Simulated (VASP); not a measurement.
# BN (P-6m2) in VASP: notebook

Aim: see how the results for BN move with the level of theory and the settings. Levels: PBE+D3(BJ), PBE+D4, r2SCAN+rVV10. Tasks: single point.

Everything below comes from runs of VASP 6.6.1. Logs are shortened: lines on timing, memory, paths and dates and some standing lists are left out, and cuts for length are marked.

### Step 1. The cell of the first run

It takes space group P-6m2 (No. 187, hexagonal). The conventional cell has a = 2.506 Å, b = 2.506 Å, c = 6.597 Å, α = 90.00°, β = 90.00°, γ = 120.00°. B (site symmetry -6m2) has 3 N at 1.45 Å within 1.9 Å. B (site symmetry -6m2) has 3 N at 1.45 Å within 1.9 Å. N (site symmetry -6m2) has 3 B at 1.45 Å within 1.9 Å. N (site symmetry -6m2) has 3 B at 1.45 Å within 1.9 Å.

### Step 2. Single point, PBE+D3(BJ)

Contents of INCAR:

```
SYSTEM = BN
PREC = Accurate
ENCUT = 520
EDIFF = 1E-6
ISMEAR = -1
SIGMA = 0.02
LREAL = .FALSE.
LASPH = .TRUE.
NELM = 60
ALGO = Normal
ISIF = 2
LWAVE = .FALSE.
LCHARG = .FALSE.
GGA = PE
IVDW = 12
NBANDS = 16
```

Contents of KPOINTS:

```
regular mesh
0
G
  12 12 4
  0 0 0
```

Contents of POSCAR:

```
BN
1.0
    2.5061233398      0.0000000000      0.0000000000
   -1.2530616699      2.1703664773      0.0000000000
    0.0000000000      0.0000000000      6.5973607121
B N
2 2
Direct
    0.0000000000      0.0000000000      0.5000000000
    0.3333333333      0.6666666667      0.0000000000
    0.0000000000      0.0000000000      0.0000000000
    0.6666666667      0.3333333333      0.5000000000
```

Potentials or basis: VASP PAW PBE potentials, release 64 (B, N).

Started as:

```sh
> cat potpaw_PBE.64/B/POTCAR potpaw_PBE.64/N/POTCAR > POTCAR
> mpirun -np 1 vasp_std > vasp.out
```

OUTCAR:

```text
SYSTEM = BN
   PREC = Accurate
   ENCUT = 520
   EDIFF = 1E-6
   ISMEAR = -1
   LREAL = .FALSE.
   LASPH = .TRUE.
   NELM = 60
   ISIF = 2
   GGA = PE
   IVDW = 12
 IVDW          = 12

 ion  position               nearest neighbor table
   1  0.000  0.000  0.500-   4 1.45   4 1.45   4 1.45
   2  0.333  0.667  0.000-   3 1.45   3 1.45   3 1.45
   3  0.000  0.000  0.000-   2 1.45   2 1.45   2 1.45
   4  0.667  0.333  0.500-   1 1.45   1 1.45   1 1.45

  LATTYP: Found a hexagonal cell.
 ALAT       =     2.5061233398
 C/A-ratio  =     2.6324964168

  Lattice vectors:

 A1 = (   2.5061233398,   0.0000000000,   0.0000000000)
 A2 = (  -1.2530616699,   2.1703664773,   0.0000000000)
 A3 = (   0.0000000000,   0.0000000000,   6.5973607121)

Analysis of symmetry for initial positions (statically):
=====================================================================
 Subroutine PRICEL returns:
 Original cell was already a primitive cell.

 Routine SETGRP: Setting up the symmetry group for a
 hexagonal supercell.

 Subroutine GETGRP returns: Found 12 space group operations
 (whereof 12 operations were pure point group operations)
 out of a pool of 24 trial point group operations.

The static configuration has the point symmetry D_3h.

Analysis of symmetry for dynamics (positions and initial velocities):
=====================================================================
 Subroutine PRICEL returns:
 Original cell was already a primitive cell.

 Routine SETGRP: Setting up the symmetry group for a
 hexagonal supercell.

 Subroutine GETGRP returns: Found 12 space group operations
 (whereof 12 operations were pure point group operations)
 out of a pool of 24 trial point group operations.

The dynamic configuration has the point symmetry D_3h.

 Subroutine INISYM returns: Found 12 space group operations
 (whereof 12 operations are pure point group operations),
 and found     1 'primitive' translations

----------------------------------------------------------------------------------------

                                     Primitive cell

  volume of cell :      35.8844

  direct lattice vectors                    reciprocal lattice vectors
     2.506123340  0.000000000  0.000000000     0.399022659  0.230375840  0.000000000
    -1.253061670  2.170366477  0.000000000     0.000000000  0.460751680  0.000000000
     0.000000000  0.000000000  6.597360712     0.000000000  0.000000000  0.151575765

  length of vectors
     2.506123340  2.506123340  6.597360712     0.460751680  0.460751680  0.151575765

  position of ions in fractional coordinates (direct lattice)
     0.000000000  0.000000000  0.500000000
     0.333333333  0.666666667  0.000000000
     0.000000000  0.000000000  0.000000000
     0.666666667  0.333333333  0.500000000

  ion indices of the primitive-cell ions
   primitive index   ion index
                 1           1
                 2           2
                 3           3
                 4           4

----------------------------------------------------------------------------------------

 KPOINTS: regular mesh

Automatic generation of k-mesh.
 Grid dimensions read from file:
 generate k-points for:   12   12    4

 Generating k-lattice:

  Cartesian coordinates                     Fractional coordinates (reciprocal lattice)
     0.033251888  0.019197987  0.000000000     0.083333333 -0.000000000  0.000000000
     0.000000000  0.038395973  0.000000000     0.000000000  0.083333333  0.000000000
     0.000000000  0.000000000  0.037893941     0.000000000  0.000000000  0.250000000

  Length of vectors
     0.038395973  0.038395973  0.037893941

  Shift w.r.t. Gamma in fractional coordinates (k-lattice)
     0.000000000  0.000000000  0.000000000

 Subroutine IBZKPT returns following result:
 ===========================================

 Found     57 irreducible k-points:

 Following reciprocal coordinates:
            Coordinates               Weight
  0.000000  0.000000  0.000000      1.000000
  0.083333  0.000000  0.000000      6.000000
  0.166667  0.000000  0.000000      6.000000
  0.250000  0.000000  0.000000      6.000000
  0.333333  0.000000  0.000000      6.000000
  0.416667  0.000000  0.000000      6.000000
[... 16 lines left out ...]
  0.250000  0.000000  0.250000     12.000000
  0.333333  0.000000  0.250000     12.000000
 [... further k-points ...]
   k-points           NKPTS =     57   k-points in BZ     NKDIM =     57   number of bands    NBANDS=     16
   number of dos      NEDOS =    301   number of ions     NIONS =      4
   total plane-waves  NPLWV =  20000
   dimension x,y,z NGX =    20 NGY =   20 NGZ =   50
   dimension x,y,z NGXF=    40 NGYF=   40 NGZF=  100
   ions per type =               2   2
   NGX,Y,Z   is equivalent  to a cutoff of  13.27, 13.27, 12.60 a.u.
   NGXF,Y,Z  is equivalent  to a cutoff of  26.53, 26.53, 25.20 a.u.
 SYSTEM =  BN
   PREC   = accura    normal or accurate (medium, high low for compatibility)
   ISTART =      0    job   : 0-new  1-cont  2-samecut
   ICHARG =      2    charge: 1-file 2-atom 10-const
   ISPIN  =      1    spin polarized calculation?
   LNONCOLLINEAR =      F non collinear calculations
   LSORBIT =      F    spin-orbit coupling
   LASPH  =      T    aspherical Exc in radial PAW
   ENCUT  =  520.0 eV  38.22 Ry    6.18 a.u.   4.66  4.66 12.27*2*pi/ulx,y,z
   NELM   =     60;   NELMIN=  2; NELMDL= -5     # of ELM steps
   EDIFF  = 0.1E-05   stopping-criterion for ELM
   LREAL  =      F    real-space projection
   EDIFFG = 0.1E-04   stopping-criterion for IOM
   NSW    =      0    number of steps for IOM
   IBRION =     -1    ionic relax: 0-MD 1-quasi-New 2-CG
   NFREE  =      0    steps in history (QN), initial steepest desc. (CG)
   ISIF   =      2    stress and relaxation
   ISYM   =      2    0-nonsym 1-usesym 2-fastsym
   POTIM  = 0.5000    time-step for ionic-motion
   TEBEG  =    0.0;   TEEND  =   0.0 temperature during run
   PSTRESS=    0.0 pullay stress
   NELECT =      16.0000    total number of electrons
   NUPDOWN=      -1.0000    fix difference up-down
   EMIN   =  10.00;   EMAX   =-10.00  energy-range for DOS
   EFERMI =   0.00;   METHOD = LEGACY
   ISMEAR =    -1;   SIGMA  =   0.02  broadening in eV -4-tet -1-fermi 0-gaus
   EFERMI_NEDOS =   21; number of points for ismear=-14 and -15
   IALGO  =     38    algorithm
   IMIX   =      4    mixing-type and parameters
     AMIX     =   0.40;   BMIX     =  1.00
     AMIX_MAG =   1.60;   BMIX_MAG =  1.00
  volume/ion in A,a.u.               =       8.97        60.54
  Fermi-wavevector in a.u.,A,eV,Ry     =   1.250680  2.363443 21.282243  1.564201
  Thomas-Fermi vector in A             =   2.384663
   LORBIT       =      0    0 simple, 1 ext, 2 COOP (PROOUT), +10 PAW based schemes
   GGA     = PE    functional components
   LHFCALC =     F    Hartree Fock is set to
   AEXX    =    0.0000 exact exchange contribution
   IVDW    =    12    specifies the selected vdW correction
   LEPSILON=     F    determine dielectric tensor
   LRPA    =     F    only Hartree local field effects (RPA)
 non-spin polarized calculation
  energy-cutoff  :      520.00
  volume of cell :       35.88
 maximum number of plane-waves:       985
 NGX is ok and might be reduce to    20
   NGX =  9   NGY =  9   NGZ = 25

 number of electron      15.9999998 magnetization

 Free energy of the ion-electron system (eV)
  ---------------------------------------------------
  ext. energy  EPLUGINS =         0.00000000
  ---------------------------------------------------
  free energy    TOTEN  =       -35.15067637 eV

  energy without entropy =      -35.15067637  energy(sigma->0) =      -35.15067637

 E-fermi :   2.7993     XC(G=0): -10.1174

 val. band max:        2.3697486411   @ k =   0.3333   0.3333   0.5000
 cond. band min:       6.7210892626   @ k =   0.5000   0.0000   0.0000
 fundamental gap:      4.3513406215
 Fermi energy:         2.7992665343

 k-point     1 :       0.0000    0.0000    0.0000
  band No.  band energies     occupation
      1     -15.4892      2.00000
      2     -15.1645      2.00000
      3      -3.9128      2.00000
      4      -1.7341      2.00000
      5       0.9367      2.00000
      6       0.9367      2.00000
[... 8 lines left out ...]
     15      14.5893      0.00000
     16      15.4264      0.00000

 k-point     2 :       0.0833    0.0000    0.0000
  band No.  band energies     occupation
      1     -15.3534      2.00000
      2     -15.0333      2.00000
      3      -3.7256      2.00000
      4      -1.5683      2.00000
      5       0.3769      2.00000
      6       0.4905      2.00000
[... 8 lines left out ...]
     15      14.9393      0.00000
     16      15.0760      0.00000

 k-point     3 :       0.1667    0.0000    0.0000
  band No.  band energies     occupation
      1     -14.9535      2.00000
      2     -14.6473      2.00000
      3      -3.1707      2.00000
      4      -1.0818      2.00000
      5      -1.0379      2.00000
      6      -0.9159      2.00000
[... 8 lines left out ...]
     15      16.1617      0.00000
     16      16.2278      0.00000

 k-point     4 :       0.2500    0.0000    0.0000
  band No.  band energies     occupation
      1     -14.3162      2.00000
      2     -14.0341      2.00000
      3      -2.8320      2.00000
      4      -2.6923      2.00000
      5      -2.2714      2.00000
      6      -0.6819      2.00000
[... 8 lines left out ...]
     15      17.7331      0.00000
     16      18.2950      0.00000
[... 324 lines left out ...]
 k-point    22 :       0.1667    0.0000    0.2500
  band No.  band energies     occupation
      1     -14.9171      2.00000
      2     -14.6882      2.00000
      3      -2.9192      2.00000
      4      -1.4809      2.00000
      5      -1.0189      2.00000
      6      -0.9001      2.00000
[... 8 lines left out ...]
     15      16.0380      0.00000
     16      16.1535      0.00000

 k-point    23 :       0.2500    0.0000    0.2500
  band No.  band energies     occupation
      1     -14.2835      2.00000
      2     -14.0705      2.00000
      3      -2.8337      2.00000
      4      -2.7154      2.00000
      5      -2.0088      2.00000
      6      -0.6785      2.00000
[... 8 lines left out ...]
     15      18.3020      0.00000
     16      18.4218      0.00000

 k-point    24 :       0.3333    0.0000    0.2500
  band No.  band energies     occupation
      1     -13.4821      2.00000
      2     -13.2934      2.00000
      3      -4.6104      2.00000
      4      -4.4764      2.00000
      5      -1.3041      2.00000
      6      -1.1864      2.00000
[... 8 lines left out ...]
     15      19.0115      0.00000
     16      20.6939      0.00000

 [... further k-points ...]

------------------------ aborting loop because EDIFF is reached ----------------------------------------

 Edisp (eV)   -0.56836

 E8    (eV) :    -0.1667

  FORCE on cell =-STRESS in cart. coord.  units (eV):
  Direction    XX          YY          ZZ          XY          YZ          ZX
  --------------------------------------------------------------------------------------
  -------------------------------------------------------------------------------------
  Total       0.03817     0.03817    -0.03479     0.00000    -0.00000     0.00000
  in kB       1.70404     1.70404    -1.55312     0.00000    -0.00000     0.00000
  external pressure =        0.62 kB  Pullay stress =        0.00 kB

 VOLUME and BASIS-vectors are now :
 -----------------------------------------------------------------------------
  energy-cutoff  :      520.00
  volume of cell :       35.88
      direct lattice vectors                 reciprocal lattice vectors
     2.506123340  0.000000000  0.000000000     0.399022659  0.230375840  0.000000000
    -1.253061670  2.170366477  0.000000000     0.000000000  0.460751680  0.000000000
     0.000000000  0.000000000  6.597360712     0.000000000  0.000000000  0.151575765

 POSITION                                       TOTAL-FORCE (eV/Angst)
 -----------------------------------------------------------------------------------
      0.00000      0.00000      3.29868         0.000000     -0.000000      0.000000
     -0.00000      1.44691      0.00000        -0.000000     -0.000000      0.000000
      0.00000      0.00000      0.00000        -0.000000      0.000000      0.000000
      1.25306      0.72346      3.29868        -0.000000     -0.000000      0.000000
 -----------------------------------------------------------------------------------
    total drift:                               -0.000001      0.000000      0.000000

  FREE ENERGIE OF THE ION-ELECTRON SYSTEM (eV)
  ---------------------------------------------------
  free  energy   TOTEN  =       -35.7190378754 eV

  energy  without entropy=      -35.7190378754  energy(sigma->0) =      -35.71903788
```

Wall time 22 s (1 thread of Intel Xeon Platinum 8488C (Sapphire Rapids), shared host); peak memory 0.17 GiB.

Results:

* Free energy: -35.7190 eV
* Pressure: 0.1 GPa
* Band gap on the k mesh: 4.35 eV, indirect (least direct gap 4.47 eV)
* Dispersion energy per atom: -0.142 eV

Stress tensor (GPa, compression positive):
```
 0.17  0.00  0.00
 0.00  0.17  0.00
 0.00  0.00 -0.16
```

A k mesh can miss the band edges. Expect the measured gap to be larger: semilocal functionals such as PBE lack the derivative discontinuity.

(Continued in part 2 of 2.)
